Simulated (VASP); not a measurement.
# PtSe2 (P-3m1) in VASP: notebook, part 2 of 2

VASP 6.6.1.

**4. Single point, LDA (strain -0.080 along x and y, +0.080 along z)**

File INCAR:

```
SYSTEM = PtSe2
PREC = Accurate
ENCUT = 520
EDIFF = 1E-6
ISMEAR = 0
SIGMA = 0.15
LREAL = .FALSE.
LASPH = .TRUE.
NELM = 100
ALGO = Normal
ISIF = 2
LWAVE = .FALSE.
LCHARG = .TRUE.
LELF = .TRUE.
LVHAR = .TRUE.
NBANDS = 18
```

File KPOINTS:

```
regular mesh
0
G
  15 15 10
  0 0 0
```

File POSCAR:

```
PtSe2
1.0
    3.4260805562      0.0000000000      0.0000000000
   -1.7130402781      2.9670727971      0.0000000000
    0.0000000000      0.0000000000      5.4669600000
Pt Se
1 2
Direct
    0.0000000000      0.0000000000      0.0000000000
    0.3333333333      0.6666666667      0.2500000000
    0.6666666667      0.3333333333      0.7500000000
```

Potentials or basis: VASP PAW LDA potentials, release 64 (Pt, Se).

The run is started by

```
> cat potpaw_LDA.64/Pt/POTCAR potpaw_LDA.64/Se/POTCAR > POTCAR
> mpirun -np 1 vasp_std > vasp.out
```

OUTCAR:

```text
SYSTEM = PtSe2
   PREC = Accurate
   ENCUT = 520
   EDIFF = 1E-6
   ISMEAR = 0
   LREAL = .FALSE.
   LASPH = .TRUE.
   NELM = 100
   ISIF = 2

 ion  position               nearest neighbor table
   1  0.000  0.000  0.000-   2 2.40   3 2.40   3 2.40   2 2.40   3 2.40   2 2.40
   2  0.333  0.667  0.250-   1 2.40   1 2.40   1 2.40
   3  0.667  0.333  0.750-   1 2.40   1 2.40   1 2.40

  LATTYP: Found a hexagonal cell.
 ALAT       =     3.4260805562
 C/A-ratio  =     1.5956892753

  Lattice vectors:

 A1 = (   3.4260805562,   0.0000000000,   0.0000000000)
 A2 = (  -1.7130402781,   2.9670727971,   0.0000000000)
 A3 = (   0.0000000000,   0.0000000000,   5.4669600000)

Analysis of symmetry for initial positions (statically):
=====================================================================
 Subroutine PRICEL returns:
 Original cell was already a primitive cell.

 Routine SETGRP: Setting up the symmetry group for a
 hexagonal supercell.

 Subroutine GETGRP returns: Found 12 space group operations
 (whereof 12 operations were pure point group operations)
 out of a pool of 24 trial point group operations.

The static configuration has the point symmetry D_3d.

Analysis of symmetry for dynamics (positions and initial velocities):
=====================================================================
 Subroutine PRICEL returns:
 Original cell was already a primitive cell.

 Routine SETGRP: Setting up the symmetry group for a
 hexagonal supercell.

 Subroutine GETGRP returns: Found 12 space group operations
 (whereof 12 operations were pure point group operations)
[... 116 lines left out ...]
   NUPDOWN=      -1.0000    fix difference up-down
   EMIN   =  10.00;   EMAX   =-10.00  energy-range for DOS
   EFERMI =   0.00;   METHOD = LEGACY
   ISMEAR =     0;   SIGMA  =   0.15  broadening in eV -4-tet -1-fermi 0-gaus
   EFERMI_NEDOS =   21; number of points for ismear=-14 and -15
   IALGO  =     38    algorithm
   IMIX   =      4    mixing-type and parameters
     AMIX     =   0.40;   BMIX     =  1.00
     AMIX_MAG =   1.60;   BMIX_MAG =  1.00
  volume/ion in A,a.u.               =      18.52       125.01
  Fermi-wavevector in a.u.,A,eV,Ry     =   1.202057  2.271559 19.659626  1.444942
  Thomas-Fermi vector in A             =   2.337849
   LORBIT       =      0    0 simple, 1 ext, 2 COOP (PROOUT), +10 PAW based schemes
   GGA     = CA    functional components
   LHFCALC =     F    Hartree Fock is set to
   AEXX    =    0.0000 exact exchange contribution
   IVDW    =     0    specifies the selected vdW correction
   LEPSILON=     F    determine dielectric tensor
   LRPA    =     F    only Hartree local field effects (RPA)
 non-spin polarized calculation
 Gauss-broadening in eV      SIGMA  =   0.15
  energy-cutoff  :      520.00
  volume of cell :       55.57
 maximum number of plane-waves:      1518
 NGX is ok and might be reduce to    28
   NGX = 13   NGY = 13   NGZ = 21

 number of electron      22.0000000 magnetization

 Free energy of the ion-electron system (eV)
  ---------------------------------------------------
  ext. energy  EPLUGINS =         0.00000000
  ---------------------------------------------------
  free energy    TOTEN  =       -16.43353184 eV

  energy without entropy =      -16.43008712  energy(sigma->0) =      -16.43180948

 E-fermi :   7.6459     XC(G=0): -11.2876

 val. band max:        7.5570320431   @ k =   0.0000   0.1333   0.2000
 cond. band min:       7.6928389058   @ k =   0.2667   0.2667   0.0000
 fundamental gap:      0.1358068627
 Fermi energy:         7.6459005458

 k-point     1 :       0.0000    0.0000    0.0000
  band No.  band energies     occupation
      1      -8.7475      2.00000
      2      -6.0650      2.00000
      3      -0.5450      2.00000
      4       0.8552      2.00000
      5       0.8552      2.00000
      6       3.1765      2.00000
[... 481 lines left out ...]
      5       1.4851      2.00000
      6       2.3186      2.00000
[... 10 lines left out ...]
     17      17.2781      0.00000
     18      18.7552      0.00000

 [... further k-points ...]

------------------------ aborting loop because EDIFF is reached ----------------------------------------

  FORCE on cell =-STRESS in cart. coord.  units (eV):
  Direction    XX          YY          ZZ          XY          YZ          ZX
  --------------------------------------------------------------------------------------
  -------------------------------------------------------------------------------------
  Total        8.9594924      8.9594924      4.0266571     -0.0000000      0.0000000      0.0000000
  in kB      258.2987588    258.2987588    116.0869919     -0.0000000      0.0000000      0.0000000
  external PRESSURE =     210.8948365 kB  Pullay stress =       0.0000000 kB

 VOLUME and BASIS-vectors are now :
 -----------------------------------------------------------------------------
  energy-cutoff  :      520.00
  volume of cell :       55.57
      direct lattice vectors                 reciprocal lattice vectors
     3.426080556  0.000000000  0.000000000     0.291878718  0.168516256  0.000000000
    -1.713040278  2.967072797  0.000000000     0.000000000  0.337032513  0.000000000
     0.000000000  0.000000000  5.466960000     0.000000000  0.000000000  0.182917014

 POSITION                                       TOTAL-FORCE (eV/Angst)
 -----------------------------------------------------------------------------------
      0.00000      0.00000      0.00000         0.000000      0.000000      0.000000
     -0.00000      1.97805      1.36674         0.000000     -0.000000      1.264619
      1.71304      0.98902      4.10022        -0.000000      0.000000     -1.264619
 -----------------------------------------------------------------------------------
    total drift:                               -0.000000     -0.000000     -0.000000

  FREE ENERGIE OF THE ION-ELECTRON SYSTEM (eV)
  ---------------------------------------------------
  free  energy   TOTEN  =       -16.4335318401 eV

  energy  without entropy=      -16.4300871178  energy(sigma->0) =      -16.43180948
```

It took 78 s on 1 thread of Intel Xeon 6975P-C (Granite Rapids), shared host; peak memory 0.34 GiB.

Results:

```yaml
Free_energy: -16.4335 eV
Pressure: 21.1 GPa
Largest_force: 1.265 eV/Å
Band_gap_on_the_k_mesh: 0.14 eV, indirect (least direct gap 0.45 eV)
```

Forces in eV/Å, atoms in the order of the input:
```
Pt   0.000  0.000  0.000
Se   0.000  0.000  1.265
Se   0.000  0.000 -1.265
```

Caveat: the cell differs from its parent crystal (strain -0.080 along x and y, +0.080 along z); spin-orbit coupling is left out, which moves the levels of the heavy elements; forces of over 1 eV/Å act on the atoms, so gaps and moduli don't describe the material at rest. A k mesh can miss the band edges.

**5. Overview**

| cell | gap on the mesh (eV) | pressure (GPa) | largest force (eV/Å) |
| --- | --- | --- | --- |
| a = 3.426, b = 3.426, c = 5.062 Å, angles 90.0, 90.0, 120.0°, 3 atoms | none | 38.2 | 2.99 |
| a = 4.022, b = 4.022, c = 4.657 Å, angles 90.0, 90.0, 120.0°, 3 atoms | none | -11.9 | 0.28 |
| a = 3.426, b = 3.426, c = 5.467 Å, angles 90.0, 90.0, 120.0°, 3 atoms | 0.14 | 21.1 | 1.26 |

Alike in all rows: task single point; level LDA; potentials or basis VASP PAW LDA potentials, release 64 (Pt, Se); no spin polarisation; k mesh 15 × 15 × 10; cutoff (eV) 520; smearing gaussian 0.15 eV.

Caveats: spin-orbit coupling is left out, which moves the levels of the heavy elements; forces of over 1 eV/Å act on the atoms, so gaps and moduli don't describe the material at rest (some runs).

Total energies depend on the potentials used, so only differences within one code and one set of settings carry meaning.
